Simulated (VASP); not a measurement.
A run of VASP 6.6.1 is set up as follows.

The input INCAR:

```
SYSTEM = In
ALGO     = Fast           ! electronic algorithm
EDIFF    = 1E-6           ! SCF threshold, eV
ENCUT    = 520            ! plane-wave cutoff, eV
GGA      = PS             ! functional
ISIF     = 2              ! what is computed and relaxed
ISMEAR   = 0              ! smearing method
LASPH    = .True.         ! aspherical terms in the spheres
LCHARG   = .False.        ! write CHGCAR
LREAL    = .False.        ! projectors in reciprocal space
LWAVE    = .False.        ! write WAVECAR
NBANDS   = 12             ! bands
NELM     = 80             ! most SCF steps
PREC     = Accurate       ! precision mode
SIGMA    = 0.15           ! smearing width, eV
```

File KPOINTS:

```
k-points
0
Gamma
  18 18 18
  0 0 0
```

The input POSCAR:

```
In
1.0
   -1.8825252400      1.8825252400      1.8260494828
    1.8825252400     -1.8825252400      1.8260494828
    1.8825252400      1.8825252400     -1.8260494828
In
1
Direct
    0.0000000000      0.0000000000      0.0000000000
```

Potentials or basis: VASP PAW PBE potentials, release 64 (In_d).

The run is started by

```sh
$ cat potpaw_PBE.64/In_d/POTCAR > POTCAR
$ mpirun -np 1 vasp_std > vasp.out
```

Problem. Estimate the pressure.

Solution. -0.1 GPa.

Stress tensor (GPa, compression positive):
```
-0.18  0.00  0.00
 0.00 -0.18  0.00
 0.00  0.00 -0.01
```

Caveat: the cell differs from its parent crystal (strain +0.000 along x and y, -0.030 along z); the PAW data sets were made with another functional, which shifts forces and pressure a little.
